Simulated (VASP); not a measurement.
Wanted: the native input for a VASP 6.6.1 run.

| Quantity | Value |
| --- | --- |
| Task | single point |
| Functional | PBE |
| Potentials or basis | VASP PAW PBE potentials, release 64 (N, B) |
| Cutoff | 520 eV |
| k mesh | 13 × 13 × 13 |
| Occupations | gaussian, width 0.01 eV |
| Spin | no spin polarisation |
| Dipole correction | no |
| Further INCAR settings | ALGO = Normal; EDIFF = 1e-06; NBANDS = 11 |

The structure of BN lies in POSCAR:

```
BN
1.0
    0.0000000000      1.8130010000      1.8130010000
    1.8130010000      0.0000000000      1.8130010000
    1.8130010000      1.8130010000      0.0000000000
N B
1 1
Direct
    0.2500000000      0.2500000000      0.2500000000
    0.0000000000      0.0000000000      0.0000000000
```

One way to write it, as run:

INCAR

```
SYSTEM = BN
PREC = Accurate ; ENCUT = 520
EDIFF = 1E-6 ; ISMEAR = 0
SIGMA = 0.01 ; LREAL = .FALSE.
LASPH = .TRUE. ; NELM = 100
ALGO = Normal ; ISIF = 2
LWAVE = .FALSE. ; LCHARG = .FALSE.
GGA = PE ; NBANDS = 11
```

KPOINTS

```
Automatic mesh
0
G
  13 13 13
  0 0 0
```

Potentials or basis: VASP PAW PBE potentials, release 64 (N, B).

Command:

```console
$ cat potpaw_PBE.64/N/POTCAR potpaw_PBE.64/B/POTCAR > POTCAR
$ mpirun -np 1 vasp_std > vasp.out
```

It gave:

```json
{
  "Pressure": "-0.2 GPa",
  "Band gap on the k mesh": "4.52 eV, indirect (least direct gap 8.78 eV)"
}
```

It took 15 s on 1 thread of Intel(R) Xeon(R) Platinum 8375C CPU @ 2.90GHz (Ice Lake) (shared host), peak memory 0.12 GiB.
